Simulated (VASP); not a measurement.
# LaScF (P4mm) in VASP: notebook, part 2 of 2

VASP 6.6.1. The steps go on from the part before.

### Step 3. Relaxation of cell and atoms, PBE

INCAR

```
ALGO = Normal
EDIFF = 1E-6
EDIFFG = -0.04
ENCUT = 600
GGA = PE
IBRION = 2
ISIF = 3
ISMEAR = 0
LASPH = T
LCHARG = F
LREAL = F
LWAVE = F
NELM = 80
NSW = 90
PREC = Accurate
SIGMA = 0.1
```

KPOINTS

```
k-points
0
Gamma
  4 4 4
```

POSCAR

```
LaScF
1.0
    3.8346917900      0.0000000000      0.0000000000
    0.0000000000      3.8346917900      0.0000000000
    0.0000000000      0.0000000000      3.9816221000
La Sc F
1 1 1
Direct
    0.0000000000      0.0000000000      0.6997948400
    0.5000000000      0.5000000000      0.5697173500
    0.0000000000      0.0000000000      0.2602271800
```

Potentials or basis: VASP PAW PBE potentials, release 64 (La, Sc_sv, F).

Command:

```
$ cat potpaw_PBE.64/La/POTCAR potpaw_PBE.64/Sc_sv/POTCAR potpaw_PBE.64/F/POTCAR > POTCAR
$ mpirun -np 1 vasp_std > vasp.out
```

OUTCAR:

```text
EDIFF = 1E-6
   EDIFFG = -0.04
   ENCUT = 600
   GGA = PE
   IBRION = 2
   ISIF = 3
   ISMEAR = 0
   LASPH = T
   LREAL = F
   NELM = 80
   NSW = 90
   PREC = Accurate

 ion  position               nearest neighbor table
   1  0.000  0.000  0.700-   3 1.75   3 2.23   2 2.76   2 2.76   2 2.76   2 2.76
   2  0.500  0.500  0.570-   1 2.76   1 2.76   1 2.76   1 2.76
   3  0.000  0.000  0.260-   1 1.75   1 2.23

  LATTYP: Found a simple tetragonal cell.
 ALAT       =     3.8346917900
 C/A-ratio  =     1.0383160676

  Lattice vectors:

 A1 = (   3.8346917900,   0.0000000000,   0.0000000000)
 A2 = (   0.0000000000,   3.8346917900,   0.0000000000)
 A3 = (   0.0000000000,   0.0000000000,   3.9816221000)

Analysis of symmetry for initial positions (statically):
=====================================================================
 Subroutine PRICEL returns:
 Original cell was already a primitive cell.

 Routine SETGRP: Setting up the symmetry group for a
 simple tetragonal supercell.

 Subroutine GETGRP returns: Found  8 space group operations
 (whereof  8 operations were pure point group operations)
 out of a pool of 16 trial point group operations.

The static configuration has the point symmetry C_4v.

Analysis of symmetry for dynamics (positions and initial velocities):
=====================================================================
 Subroutine PRICEL returns:
 Original cell was already a primitive cell.

 Routine SETGRP: Setting up the symmetry group for a
 simple tetragonal supercell.

 Subroutine GETGRP returns: Found  8 space group operations
 (whereof  8 operations were pure point group operations)
 out of a pool of 16 trial point group operations.

The dynamic configuration has the point symmetry C_4v.

 Subroutine INISYM returns: Found  8 space group operations
[... 102 lines left out ...]
   PSTRESS=    0.0 pullay stress
   NELECT =      29.0000    total number of electrons
   NUPDOWN=      -1.0000    fix difference up-down
   EMIN   =  10.00;   EMAX   =-10.00  energy-range for DOS
   EFERMI =   0.00;   METHOD = LEGACY
   ISMEAR =     0;   SIGMA  =   0.10  broadening in eV -4-tet -1-fermi 0-gaus
   EFERMI_NEDOS =   21; number of points for ismear=-14 and -15
   IALGO  =     38    algorithm
   IMIX   =      4    mixing-type and parameters
     AMIX     =   0.40;   BMIX     =  1.00
     AMIX_MAG =   1.60;   BMIX_MAG =  1.00
  volume/ion in A,a.u.               =      19.52       131.70
  Fermi-wavevector in a.u.,A,eV,Ry     =   1.295290  2.447744 22.827548  1.677777
  Thomas-Fermi vector in A             =   2.426820
   LORBIT       =      0    0 simple, 1 ext, 2 COOP (PROOUT), +10 PAW based schemes
   GGA     = PE    functional components
   LHFCALC =     F    Hartree Fock is set to
   AEXX    =    0.0000 exact exchange contribution
   IVDW    =     0    specifies the selected vdW correction
   LEPSILON=     F    determine dielectric tensor
   LRPA    =     F    only Hartree local field effects (RPA)
 conjugate gradient relaxation of ions
 non-spin polarized calculation
 Gauss-broadening in eV      SIGMA  =   0.10
  energy-cutoff  :      600.00
  volume of cell :       58.55
 maximum number of plane-waves:      1980
 NGX is ok and might be reduce to    32
   NGX = 15   NGY = 15   NGZ = 15

--------------------------------------- Ionic step        1  -------------------------------------------

 number of electron      28.9999997 magnetization

 Free energy of the ion-electron system (eV)
  ---------------------------------------------------
  ext. energy  EPLUGINS =         0.00000000
  ---------------------------------------------------
  free energy    TOTEN  =       -11.16679856 eV

  energy without entropy =      -11.14683112  energy(sigma->0) =      -11.15681484

------------------------ aborting loop because EDIFF is reached ----------------------------------------

  FORCE on cell =-STRESS in cart. coord.  units (eV):
  Direction    XX          YY          ZZ          XY          YZ          ZX
  --------------------------------------------------------------------------------------
  -------------------------------------------------------------------------------------
  Total        9.6755341      9.6755341     30.7103208      0.0000000     -0.0000000      0.0000000
  in kB      264.7674316    264.7674316    840.3766366      0.0000000     -0.0000000      0.0000000
  external PRESSURE =     456.6371666 kB  Pullay stress =       0.0000000 kB
[... 853 lines left out ...]
      5     -22.6222      2.00000
      6     -19.4484      2.00000
[... 10 lines left out ...]
     17       7.4735      0.00000
     18       7.6052      0.00000

[... ionic steps 4 to 30 ...]

--------------------------------------- Ionic step       31  -------------------------------------------

 number of electron      28.9999991 magnetization

------------------------ aborting loop because EDIFF is reached ----------------------------------------
[... 69 lines left out ...]
--------------------------------------- Ionic step       33  -------------------------------------------

 number of electron      28.9999993 magnetization

 Free energy of the ion-electron system (eV)
  ---------------------------------------------------
  ext. energy  EPLUGINS =         0.00000000
  ---------------------------------------------------
  free energy    TOTEN  =       -17.15967651 eV

  energy without entropy =      -17.13833901  energy(sigma->0) =      -17.14900776

 E-fermi :   7.5539     XC(G=0): -10.3678

 val. band max:        7.5222909678   @ k =   0.2500   0.0000   0.0000
 cond. band min:       7.5875889421   @ k =   0.0000   0.0000   0.0000
 fundamental gap:      0.0652979743
 Fermi energy:         7.5539234121
[... 406 lines left out ...]
  FREE ENERGIE OF THE ION-ELECTRON SYSTEM (eV)
  ---------------------------------------------------
  free  energy   TOTEN  =       -17.1596765058 eV

  energy  without entropy=      -17.1383390148  energy(sigma->0) =      -17.14900776

 reached required accuracy - stopping structural energy minimisation
```

OSZICAR:

```text
N       E                     dE             d eps       ncg     rms          rms(c)
DAV:   1     0.462216864418E+03    0.46222E+03   -0.13801E+04   648   0.263E+03
[... 403 lines left out ...]
DAV:   2    -0.171610233732E+02    0.13026E-02   -0.39239E-02  1030   0.214E+00    0.216E-01
DAV:   3    -0.171602819696E+02    0.74140E-03   -0.11448E-02  1148   0.107E+00    0.171E-01
DAV:   4    -0.171596852456E+02    0.59672E-03   -0.25717E-03  1136   0.518E-01    0.414E-02
DAV:   5    -0.171596725189E+02    0.12727E-04   -0.15781E-04  1248   0.105E-01    0.201E-02
DAV:   6    -0.171596741304E+02   -0.16114E-05   -0.10579E-05  1094   0.325E-02    0.938E-03
DAV:   7    -0.171596762983E+02   -0.21679E-05   -0.18807E-06   694   0.202E-02    0.200E-03
DAV:   8    -0.171596765058E+02   -0.20752E-06   -0.33111E-07   436   0.129E-02
  33 F= -.17159677E+02 E0= -.17149008E+02  d E =-.746883E-03
```

Run time: 7 min. Hardware: 1 thread of AMD EPYC 9R45 (Zen 5), shared host; peak memory 0.18 GiB.

Results:

```yaml
Free_energy: -17.1597 eV
Relaxed_volume: 20.42 Å³/atom
Relaxed_cell: a = 3.387 Å, b = 3.387 Å, c = 5.338 Å, α = 90.00°, β = 90.00°, γ = 90.00°
Space_group_after_relaxing_to_0.05_Å: P4/mmm (No. 123)
Energy_gained_by_relaxing: 1997.6 meV/atom
Ionic_steps: 33
Pressure_after_relaxing: 0.0 GPa
Largest_force_after_relaxing: 0.037 eV/Å
```

Forces in eV/Å, atoms in the order of the input:
```
La   0.000  0.000  0.037
Sc   0.000  0.000 -0.021
F    0.000  0.000 -0.016
```

Step by step:
```csv
step,energy change (eV),largest force (eV/Å),pressure (GPa),volume (Å³)
1,0.0000,12.5648,45.66,58.55
2,-0.1629,19.6212,8.98,116.80
3,-3.0481,7.5538,13.69,78.91
4,-2.4129,1.4832,-10.16,119.01
5,-4.0843,1.4633,-1.84,93.65
6,-4.1186,1.5000,-0.73,91.69
7,-4.1274,1.5315,0.34,90.00
8,-4.2880,1.3448,-0.15,91.11
9,-4.6054,1.3203,-1.41,94.25
10,-4.5832,1.9172,-2.01,99.64
11,-4.6796,1.6469,-2.05,97.17
12,-4.7969,1.0632,-2.50,95.97
13,-4.9203,0.2583,-2.25,93.03
14,-4.9769,0.2683,-1.15,89.56
15,-5.0273,0.2991,0.77,84.17
16,-4.9814,0.5173,5.70,73.95
17,-5.0342,0.3273,1.96,81.32
18,-5.0720,0.3341,1.72,80.36
19,-5.1831,0.5444,1.11,77.38
20,-5.4843,0.9605,0.31,71.10
21,-5.7618,0.7906,4.26,57.64
22,-5.8063,0.9106,0.98,63.19
23,-5.8314,0.8813,1.83,60.94
24,-5.8302,0.8671,2.09,60.45
25,-5.8843,0.5377,-0.39,62.17
26,-5.8880,0.4538,-1.06,62.70
27,-5.9339,0.3066,-0.49,62.20
28,-5.9676,0.3323,0.72,61.23
29,-5.9837,0.1528,-0.40,62.10
30,-5.9860,0.0713,-0.96,62.61
31,-5.9921,0.0749,-0.11,61.47
32,-5.9921,0.0765,-0.05,61.44
33,-5.9929,0.0372,0.01,61.25
```

Final structure:
```
La Sc F
1.0
     3.38735    0.00000    0.00000
     0.00000    3.38735    0.00000
     0.00000    0.00000    5.33820
La Sc F
1 1 1
Cartesian
  0.0000 0.0000 4.4955
  1.6937 1.6937 1.8405
  0.0000 0.0000 1.8300
```

Levels at points of the mesh, in eV from the Fermi level:
```tsv
k point	band 10	band 11	band 12	band 13	band 14	band 15	band 16	band 17	band 18
(0.00, 0.00, 0.00)	-7.99	-7.99	-7.62	-3.06	-1.43	0.03	0.46	1.17	1.17
(0.50, 0.00, 0.00)	-9.06	-8.44	-7.63	-1.03	-0.22	0.10	0.54	1.07	1.57
(0.50, 0.50, 0.00)	-8.46	-8.46	-7.50	-2.39	-1.49	-1.49	1.29	1.84	2.21
(0.00, 0.00, 0.50)	-8.49	-8.03	-8.03	-1.90	-0.88	-0.68	-0.44	1.07	1.49
(0.50, 0.00, 0.50)	-9.18	-8.48	-8.47	-1.55	-0.72	1.30	1.38	1.46	1.82
(0.50, 0.50, 0.50)	-8.54	-8.54	-8.23	-1.79	0.07	0.07	0.54	0.54	0.66
```

Caveat: the k points lie up to 0.46 Å⁻¹ apart in the final cell; spin-orbit coupling is left out, which moves the levels of the heavy elements; an odd number of electrons without spin polarisation forces a metal; a magnetic or distorted state may lie lower.
